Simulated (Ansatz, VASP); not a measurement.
## One calculation of SiSe4, two programs

```
Si Se
1.0
     4.08317    0.00000    0.00000
     0.00000    4.08317    0.00000
     0.00000    0.00000   10.36412
Si Se
1 4
Cartesian
  0.0000 0.0000 0.0000
  2.0416 2.0416 4.0802
  2.0416 2.0416 6.2839
  0.0000 0.0000 2.1045
  0.0000 0.0000 8.2596
```

Alike in both runs: functional PBE; k mesh 4 × 4 × 4; occupations gaussian, width 0.1 eV; no spin polarisation.

Ansatz relaxed the structure, and its values are those at the end. VASP's run is a single point on that final structure, the one shown.

```csv
,VASP,Ansatz
version,VASP 6.6.1,Ansatz 0.2.0
potentials or method,"VASP PAW PBE potentials, release 64 (Si, Se), cutoff 520 eV","scalar-relativistic, plane waves, PAW"
valence electrons in the cell,28,68
```

|  | VASP | Ansatz | Ansatz less VASP |
| --- | --- | --- | --- |
| gap on the k mesh at the Fermi level (eV) | none | none | - |
| pressure (GPa) | 0.1 | 0.0 | -0.07 |
| rms of the force components (eV/Å) | 0.022 | 0.010 | -0.0124 |

A gap of «none» marks a metal or a gap that the smearing closes. VASP's potentials hold 28 valence electrons a cell and Ansatz's 68, so a difference there can come from the potentials and not from the codes.

The k mesh is coarse, so the values compare programs but aren't converged.
